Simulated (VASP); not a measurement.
# Ge (Fd-3m) in VASP: a series of runs

Runs on Ge. Level: PBEsol. Tasks: relaxation of cell and atoms.

Everything below comes from runs of VASP 6.6.1. Logs are shortened: lines on timing, memory, paths and dates and some standing lists are left out, and cuts for length are marked.

## (1) The cell of the first run

It takes space group Fd-3m (No. 227, cubic). The conventional cell has a = 5.658 Å, b = 5.658 Å, c = 5.658 Å, α = 90.00°, β = 90.00°, γ = 90.00°. Ge (site symmetry -43m) has 4 Ge at 2.45 Å within 3.2 Å.

## (2) Relaxation of cell and atoms, PBEsol, target pressure 2 GPa, at which the enthalpy is minimised

Input file INCAR:

```
SYSTEM = Ge
PREC = Accurate ; ENCUT = 600
EDIFF = 1E-7 ; ISMEAR = -1
SIGMA = 0.05 ; LREAL = .FALSE.
LASPH = .TRUE. ; NELM = 60
ALGO = Normal ; ISIF = 3
LWAVE = .FALSE. ; LCHARG = .FALSE.
GGA = PS ; IBRION = 2
NSW = 60 ; EDIFFG = -0.01
PSTRESS = 20.0
```

Input file KPOINTS:

```
regular mesh
0
G
  8 8 8
  0 0 0
```

Input file POSCAR:

```
Ge
1.0
    0.0000000000      2.8289100000      2.8289100000
    2.8289100000      0.0000000000      2.8289100000
    2.8289100000      2.8289100000      0.0000000000
Ge
2
Direct
    0.7500000000      0.7500000000      0.7500000000
    0.5000000000      0.5000000000      0.5000000000
```

Potentials or basis: VASP PAW PBE potentials, release 64 (Ge_d).

Command:

```
cat potpaw_PBE.64/Ge_d/POTCAR > POTCAR
mpirun -np 1 vasp_std > vasp.out
```

OUTCAR:

```text
SYSTEM = Ge
   PREC = Accurate
   ENCUT = 600
   EDIFF = 1E-7
   ISMEAR = -1
   LREAL = .FALSE.
   LASPH = .TRUE.
   NELM = 60
   ISIF = 3
   GGA = PS
   IBRION = 2
   NSW = 60
   EDIFFG = -0.01
   PSTRESS = 20.0

 ion  position               nearest neighbor table
   1  0.750  0.750  0.750-   2 2.45   2 2.45   2 2.45   2 2.45
   2  0.500  0.500  0.500-   1 2.45   1 2.45   1 2.45   1 2.45

  LATTYP: Found a face centered cubic cell.
 ALAT       =     5.6578200000

  Lattice vectors:

 A1 = (   0.0000000000,   2.8289100000,   2.8289100000)
 A2 = (   2.8289100000,   0.0000000000,   2.8289100000)
 A3 = (   2.8289100000,   2.8289100000,   0.0000000000)

Analysis of symmetry for initial positions (statically):
=====================================================================
 Subroutine PRICEL returns:
 Original cell was already a primitive cell.

 Routine SETGRP: Setting up the symmetry group for a
 face centered cubic supercell.

 Subroutine GETGRP returns: Found 48 space group operations
 (whereof 24 operations were pure point group operations)
 out of a pool of 48 trial point group operations.

The static configuration has the point symmetry T_d .
 The point group associated with its full space group is O_h .

Analysis of symmetry for dynamics (positions and initial velocities):
=====================================================================
 Subroutine PRICEL returns:
 Original cell was already a primitive cell.

 Routine SETGRP: Setting up the symmetry group for a
 face centered cubic supercell.

 Subroutine GETGRP returns: Found 48 space group operations
 (whereof 24 operations were pure point group operations)
 out of a pool of 48 trial point group operations.

The dynamic configuration has the point symmetry T_d .
 The point group associated with its full space group is O_h .

 Subroutine INISYM returns: Found 48 space group operations
 (whereof 24 operations are pure point group operations),
 and found     1 'primitive' translations

----------------------------------------------------------------------------------------

                                     Primitive cell

  volume of cell :      45.2780

  direct lattice vectors                    reciprocal lattice vectors
     0.000000000  2.828910000  2.828910000    -0.176746521  0.176746521  0.176746521
     2.828910000  0.000000000  2.828910000     0.176746521 -0.176746521  0.176746521
     2.828910000  2.828910000  0.000000000     0.176746521  0.176746521 -0.176746521

  length of vectors
     4.000682889  4.000682889  4.000682889     0.306133954  0.306133954  0.306133954

  position of ions in fractional coordinates (direct lattice)
     0.750000000  0.750000000  0.750000000
     0.500000000  0.500000000  0.500000000

  ion indices of the primitive-cell ions
   primitive index   ion index
                 1           1
                 2           2

----------------------------------------------------------------------------------------

 KPOINTS: regular mesh

Automatic generation of k-mesh.
 Grid dimensions read from file:
 generate k-points for:    8    8    8

 Generating k-lattice:

  Cartesian coordinates                     Fractional coordinates (reciprocal lattice)
    -0.022093315  0.022093315  0.022093315     0.125000000  0.000000000  0.000000000
     0.022093315 -0.022093315  0.022093315     0.000000000  0.125000000  0.000000000
     0.022093315  0.022093315 -0.022093315     0.000000000  0.000000000  0.125000000

  Length of vectors
     0.038266744  0.038266744  0.038266744

  Shift w.r.t. Gamma in fractional coordinates (k-lattice)
     0.000000000  0.000000000  0.000000000

 Subroutine IBZKPT returns following result:
 ===========================================

 Found     29 irreducible k-points:

 Following reciprocal coordinates:
            Coordinates               Weight
  0.000000  0.000000  0.000000      1.000000
  0.125000  0.000000  0.000000      8.000000
  0.250000  0.000000  0.000000      8.000000
  0.375000  0.000000  0.000000      8.000000
  0.500000  0.000000  0.000000      4.000000
  0.125000  0.125000  0.000000      6.000000
[... 16 lines left out ...]
  0.500000  0.250000  0.125000     48.000000
 -0.375000  0.250000  0.125000     24.000000
 [... further k-points ...]
   k-points           NKPTS =     29   k-points in BZ     NKDIM =     29   number of bands    NBANDS=     18
   number of dos      NEDOS =    301   number of ions     NIONS =      2
   total plane-waves  NPLWV =  32768
   dimension x,y,z NGX =    32 NGY =   32 NGZ =   32
   dimension x,y,z NGXF=    64 NGYF=   64 NGZF=   64
   ions per type =               2
   NGX,Y,Z   is equivalent  to a cutoff of  13.30, 13.30, 13.30 a.u.
   NGXF,Y,Z  is equivalent  to a cutoff of  26.59, 26.59, 26.59 a.u.
 SYSTEM =  Ge
   PREC   = accura    normal or accurate (medium, high low for compatibility)
   ISTART =      0    job   : 0-new  1-cont  2-samecut
   ICHARG =      2    charge: 1-file 2-atom 10-const
   ISPIN  =      1    spin polarized calculation?
   LNONCOLLINEAR =      F non collinear calculations
   LSORBIT =      F    spin-orbit coupling
   LASPH  =      T    aspherical Exc in radial PAW
   ENCUT  =  600.0 eV  44.10 Ry    6.64 a.u.   7.99  7.99  7.99*2*pi/ulx,y,z
   NELM   =     60;   NELMIN=  2; NELMDL= -5     # of ELM steps
   EDIFF  = 0.1E-06   stopping-criterion for ELM
   LREAL  =      F    real-space projection
   EDIFFG = -.1E-01   stopping-criterion for IOM
   NSW    =     60    number of steps for IOM
   IBRION =      2    ionic relax: 0-MD 1-quasi-New 2-CG
   NFREE  =      1    steps in history (QN), initial steepest desc. (CG)
   ISIF   =      3    stress and relaxation
   ISYM   =      2    0-nonsym 1-usesym 2-fastsym
   POTIM  = 0.5000    time-step for ionic-motion
   TEBEG  =    0.0;   TEEND  =   0.0 temperature during run
   PSTRESS=   20.0 pullay stress
   NELECT =      28.0000    total number of electrons
   NUPDOWN=      -1.0000    fix difference up-down
   EMIN   =  10.00;   EMAX   =-10.00  energy-range for DOS
   EFERMI =   0.00;   METHOD = LEGACY
   ISMEAR =    -1;   SIGMA  =   0.05  broadening in eV -4-tet -1-fermi 0-gaus
   EFERMI_NEDOS =   21; number of points for ismear=-14 and -15
   IALGO  =     38    algorithm
   IMIX   =      4    mixing-type and parameters
     AMIX     =   0.40;   BMIX     =  1.00
     AMIX_MAG =   1.60;   BMIX_MAG =  1.00
  volume/ion in A,a.u.               =      22.64       152.78
  Fermi-wavevector in a.u.,A,eV,Ry     =   1.394756  2.635708 26.468033  1.945346
  Thomas-Fermi vector in A             =   2.518275
   LORBIT       =      0    0 simple, 1 ext, 2 COOP (PROOUT), +10 PAW based schemes
   GGA     = PS    functional components
   LHFCALC =     F    Hartree Fock is set to
   AEXX    =    0.0000 exact exchange contribution
   IVDW    =     0    specifies the selected vdW correction
   LEPSILON=     F    determine dielectric tensor
   LRPA    =     F    only Hartree local field effects (RPA)
 conjugate gradient relaxation of ions
 non-spin polarized calculation
  energy-cutoff  :      600.00
  volume of cell :       45.28
 maximum number of plane-waves:      1540
   NGX = 15   NGY = 15   NGZ = 15

--------------------------------------- Ionic step        1  -------------------------------------------

 number of electron      28.0000013 magnetization

 Free energy of the ion-electron system (eV)
  ---------------------------------------------------
  ext. energy  EPLUGINS =         0.00000000
  ---------------------------------------------------
  free energy    TOTEN  =        -9.86298302 eV

  energy without entropy =       -9.86206477  energy(sigma->0) =       -9.86252389

------------------------ aborting loop because EDIFF is reached ----------------------------------------

  FORCE on cell =-STRESS in cart. coord.  units (eV):
  Direction    XX          YY          ZZ          XY          YZ          ZX
  --------------------------------------------------------------------------------------
  -------------------------------------------------------------------------------------
  Total        0.1619507      0.1619507      0.1619507     -0.0000000     -0.0000000      0.0000000
  in kB        5.7306793      5.7306793      5.7306793     -0.0000000     -0.0000000      0.0000000
  external PRESSURE =     -14.2693207 kB  Pullay stress =      20.0000000 kB

 VOLUME and BASIS-vectors are now :
 -----------------------------------------------------------------------------
  energy-cutoff  :      600.00
  volume of cell :       45.28
      direct lattice vectors                 reciprocal lattice vectors
     0.000000000  2.828910000  2.828910000    -0.176746521  0.176746521  0.176746521
     2.828910000  0.000000000  2.828910000     0.176746521 -0.176746521  0.176746521
     2.828910000  2.828910000  0.000000000     0.176746521  0.176746521 -0.176746521
[... 122 lines left out ...]
  FREE ENERGIE OF THE ION-ELECTRON SYSTEM (eV)
  ---------------------------------------------------
  free  energy   TOTEN  =        -9.8564394461 eV

  energy  without entropy=       -9.8557337426  energy(sigma->0) =       -9.85608659

  enthalpy is  TOTEN    =        -9.3017568348 eV   P V=        0.5546826113

--------------------------------------- Ionic step        5  -------------------------------------------

 number of electron      27.9999993 magnetization

 Free energy of the ion-electron system (eV)
  ---------------------------------------------------
  ext. energy  EPLUGINS =         0.00000000
  ---------------------------------------------------
  free energy    TOTEN  =        -9.85614781 eV

  energy without entropy =       -9.85545057  energy(sigma->0) =       -9.85579919

 E-fermi :   5.1252     XC(G=0): -10.2194

 val. band max:        5.0536047508   @ k =   0.0000   0.0000   0.0000
 cond. band min:       5.2241778913   @ k =   0.0000   0.0000   0.0000
 fundamental gap:      0.1705731405
 Fermi energy:         5.1251974222

 k-point     1 :       0.0000    0.0000    0.0000
  band No.  band energies     occupation
      1     -19.7383      2.00000
      2     -19.7383      2.00000
      3     -19.7383      2.00000
      4     -19.7002      2.00000
      5     -19.7002      2.00000
      6     -19.4773      2.00000
[... 10 lines left out ...]
     17       7.5929      0.00000
     18       7.5929      0.00000
[... 463 lines left out ...]
 k-point    24 :      -0.3750    0.2500    0.1250
  band No.  band energies     occupation
      1     -19.7866      2.00000
      2     -19.7742      2.00000
      3     -19.6874      2.00000
      4     -19.6343      2.00000
      5     -19.6196      2.00000
      6     -19.5618      2.00000
[... 10 lines left out ...]
     17      10.8951      0.00000
     18      12.0424      0.00000

 [... further k-points ...]

------------------------ aborting loop because EDIFF is reached ----------------------------------------

  FORCE on cell =-STRESS in cart. coord.  units (eV):
  Direction    XX          YY          ZZ          XY          YZ          ZX
  --------------------------------------------------------------------------------------
  -------------------------------------------------------------------------------------
  Total        0.5544428      0.5544428      0.5544428     -0.0000000      0.0000000     -0.0000000
  in kB       20.0021794     20.0021794     20.0021794     -0.0000000      0.0000000     -0.0000000
  external PRESSURE =       0.0021794 kB  Pullay stress =      20.0000000 kB

 VOLUME and BASIS-vectors are now :
 -----------------------------------------------------------------------------
  energy-cutoff  :      600.00
  volume of cell :       44.41
      direct lattice vectors                 reciprocal lattice vectors
    -0.000000000  2.810735677  2.810735677    -0.177889370  0.177889370  0.177889370
     2.810735677 -0.000000000  2.810735677     0.177889370 -0.177889370  0.177889370
     2.810735677  2.810735677 -0.000000000     0.177889370  0.177889370 -0.177889370

 POSITION                                       TOTAL-FORCE (eV/Angst)
 -----------------------------------------------------------------------------------
      4.21610      4.21610      4.21610         0.000000      0.000000      0.000000
      2.81074      2.81074      2.81074        -0.000000     -0.000000     -0.000000
 -----------------------------------------------------------------------------------
    total drift:                               -0.000000     -0.000000      0.000000

  FREE ENERGIE OF THE ION-ELECTRON SYSTEM (eV)
  ---------------------------------------------------
  free  energy   TOTEN  =        -9.8561478063 eV

  energy  without entropy=       -9.8554505731  energy(sigma->0) =       -9.85579919

  enthalpy is  TOTEN    =        -9.3017654145 eV   P V=        0.5543823918

 reached required accuracy - stopping structural energy minimisation
```

Wall time 29 s (1 thread of Intel Xeon 6975P-C (Granite Rapids), shared host); peak memory 0.19 GiB.

What came out:

```
Free energy                                            : -9.8561 eV
Relaxed volume                                         : 22.21 Å³/atom
Relaxed cell                                           : a = 3.975 Å, b = 3.975 Å, c = 3.975 Å, α = 60.00°, β = 60.00°, γ = 60.00°
Space group after relaxing (to 0.05 Å)                 : Fd-3m (No. 227)
Energy change on relaxing (the enthalpy is what falls) : +3.4 meV/atom
Ionic steps                                            : 5
Pressure after relaxing                                : 2.0 GPa
Band gap on the k mesh                                 : 0.17 eV, direct
```

The path:
| step | energy change (eV) | largest force (eV/Å) | pressure (GPa) | volume (Å³) |
| --- | --- | --- | --- | --- |
| 1 | 0.0000 | 0.0000 | 0.57 | 45.28 |
| 2 | 0.0133 | 0.0000 | 2.73 | 43.97 |
| 3 | 0.0071 | 0.0000 | 2.07 | 44.39 |
| 4 | 0.0065 | 0.0000 | 1.85 | 44.43 |
| 5 | 0.0068 | 0.0000 | 2.00 | 44.41 |

Final structure:
```
CELL_PARAMETERS angstrom
0.00000 2.81074 2.81074
2.81074 0.00000 2.81074
2.81074 2.81074 0.00000
ATOMIC_POSITIONS crystal
Ge 0.75000 0.75000 0.75000
Ge 0.50000 0.50000 0.50000
```

Caveat: the cell is relaxed towards a set pressure, so the enthalpy falls and the energy may rise; the PAW data sets were made with another functional, which shifts forces and pressure a little. A k mesh can miss the band edges.

## (3) Relaxation of cell and atoms, PBEsol, target pressure 5 GPa, at which the enthalpy is minimised

Input file INCAR:

```
PREC = Accurate ; ENCUT = 600
EDIFF = 1E-7 ; ISMEAR = -1
SIGMA = 0.05 ; LREAL = False
LASPH = True ; NELM = 100
ALGO = Normal ; ISIF = 3
LWAVE = False ; LCHARG = False
GGA = PS ; IBRION = 2
NSW = 60 ; EDIFFG = -0.01
PSTRESS = 50.0
```

Input file KPOINTS:

```
regular mesh
0
Gamma
  8 8 8
```

POSCAR is that of step 2.

Potentials or basis: VASP PAW PBE potentials, release 64 (Ge_d).

Command:

```
cat potpaw_PBE.64/Ge_d/POTCAR > POTCAR
mpirun -np 1 vasp_std > vasp.out
```

OUTCAR:

```text
PREC = Accurate
   ENCUT = 600
   EDIFF = 1E-7
   ISMEAR = -1
   LREAL = False
   LASPH = True
   NELM = 100
   ISIF = 3
   GGA = PS
   IBRION = 2
   NSW = 60
   EDIFFG = -0.01
   PSTRESS = 50.0

 ion  position               nearest neighbor table
   1  0.750  0.750  0.750-   2 2.45   2 2.45   2 2.45   2 2.45
   2  0.500  0.500  0.500-   1 2.45   1 2.45   1 2.45   1 2.45

  LATTYP: Found a face centered cubic cell.
 ALAT       =     5.6578200000

  Lattice vectors:

 A1 = (   0.0000000000,   2.8289100000,   2.8289100000)
 A2 = (   2.8289100000,   0.0000000000,   2.8289100000)
 A3 = (   2.8289100000,   2.8289100000,   0.0000000000)

Analysis of symmetry for initial positions (statically):
=====================================================================
 Subroutine PRICEL returns:
 Original cell was already a primitive cell.

 Routine SETGRP: Setting up the symmetry group for a
 face centered cubic supercell.

 Subroutine GETGRP returns: Found 48 space group operations
 (whereof 24 operations were pure point group operations)
[... 169 lines left out ...]

  FORCE on cell =-STRESS in cart. coord.  units (eV):
  Direction    XX          YY          ZZ          XY          YZ          ZX
  --------------------------------------------------------------------------------------
  -------------------------------------------------------------------------------------
  Total        0.1619507      0.1619507      0.1619507     -0.0000000     -0.0000000      0.0000000
  in kB        5.7306793      5.7306793      5.7306793     -0.0000000     -0.0000000      0.0000000
  external PRESSURE =     -44.2693207 kB  Pullay stress =      50.0000000 kB
[... 63 lines left out ...]
--------------------------------------- Ionic step        3  -------------------------------------------

 number of electron      27.9999978 magnetization

 Free energy of the ion-electron system (eV)
  ---------------------------------------------------
  ext. energy  EPLUGINS =         0.00000000
  ---------------------------------------------------
  free energy    TOTEN  =        -9.82216267 eV

  energy without entropy =       -9.82184166  energy(sigma->0) =       -9.82200217

 E-fermi :   5.5585     XC(G=0): -10.3949

 val. band max:        5.4235273922   @ k =   0.0000   0.0000   0.0000
 cond. band min:       5.7221146015   @ k =   0.5000   0.0000   0.0000
 fundamental gap:      0.2985872093
 Fermi energy:         5.5585460652

 k-point     1 :       0.0000    0.0000    0.0000
  band No.  band energies     occupation
      1     -19.4278      2.00000
      2     -19.4278      2.00000
      3     -19.4278      2.00000
      4     -19.3867      2.00000
      5     -19.3867      2.00000
      6     -19.1422      2.00000
[... 481 lines left out ...]
      5     -19.2976      2.00000
      6     -19.2344      2.00000
[... 10 lines left out ...]
     17      11.4049      0.00000
     18      12.5848      0.00000

 [... further k-points ...]

------------------------ aborting loop because EDIFF is reached ----------------------------------------

  FORCE on cell =-STRESS in cart. coord.  units (eV):
  Direction    XX          YY          ZZ          XY          YZ          ZX
  --------------------------------------------------------------------------------------
  -------------------------------------------------------------------------------------
  Total        1.3393159      1.3393159      1.3393159     -0.0000000     -0.0000000     -0.0000000
  in kB       50.1121842     50.1121842     50.1121842     -0.0000000     -0.0000000     -0.0000000
  external PRESSURE =       0.1121842 kB  Pullay stress =      50.0000000 kB
[... 21 lines left out ...]
  energy  without entropy=       -9.8218416633  energy(sigma->0) =       -9.82200217

  enthalpy is  TOTEN    =        -8.4858450165 eV   P V=        1.3363176573

 reached required accuracy - stopping structural energy minimisation
```

CONTCAR:

```text
Ge
   1.00000000000000
    -0.0000000000000000    2.7767712010270151    2.7767712010270151
     2.7767712010270151   -0.0000000000000000    2.7767712010270151
     2.7767712010270151    2.7767712010270151   -0.0000000000000000
  Ge
     2
Direct
     0.7500000000000000    0.7500000000000000    0.7500000000000000
     0.5000000000000000    0.5000000000000000    0.5000000000000000

  0.00000000E+00  0.00000000E+00  0.00000000E+00
  0.00000000E+00  0.00000000E+00  0.00000000E+00
```

It took 23 s on 1 thread of Intel Xeon 6975P-C (Granite Rapids), shared host; peak memory 0.18 GiB.

Results:

```yaml
Free_energy: -9.8222 eV
Relaxed_volume: 21.41 Å³/atom
Relaxed_cell: a = 3.927 Å, b = 3.927 Å, c = 3.927 Å, α = 60.00°, β = 60.00°, γ = 60.00°
Space_group_after_relaxing_to_0.05_Å: Fd-3m (No. 227)
Energy_change_on_relaxing_the_enthalpy_is_what_falls: +20.4 meV/atom
Ionic_steps: 3
Pressure_after_relaxing: 5.0 GPa
Band_gap_on_the_k_mesh: 0.30 eV, indirect (least direct gap 0.51 eV)
```

The path:
| step | energy change (eV) | largest force (eV/Å) | pressure (GPa) | volume (Å³) |
| --- | --- | --- | --- | --- |
| 1 | 0.0000 | 0.0000 | 0.57 | 45.28 |
| 2 | 0.1045 | 0.0000 | 8.63 | 41.30 |
| 3 | 0.0408 | 0.0000 | 5.01 | 42.82 |

Final structure:
```
Ge
1.0
     0.00000    2.77677    2.77677
     2.77677    0.00000    2.77677
     2.77677    2.77677    0.00000
Ge
2
Direct
  0.75000 0.75000 0.75000
  0.50000 0.50000 0.50000
```

Caveat: the cell is relaxed towards a set pressure, so the enthalpy falls and the energy may rise; the PAW data sets were made with another functional, which shifts forces and pressure a little. A k mesh can miss the band edges.

(Part 1 of 2 ends here.)
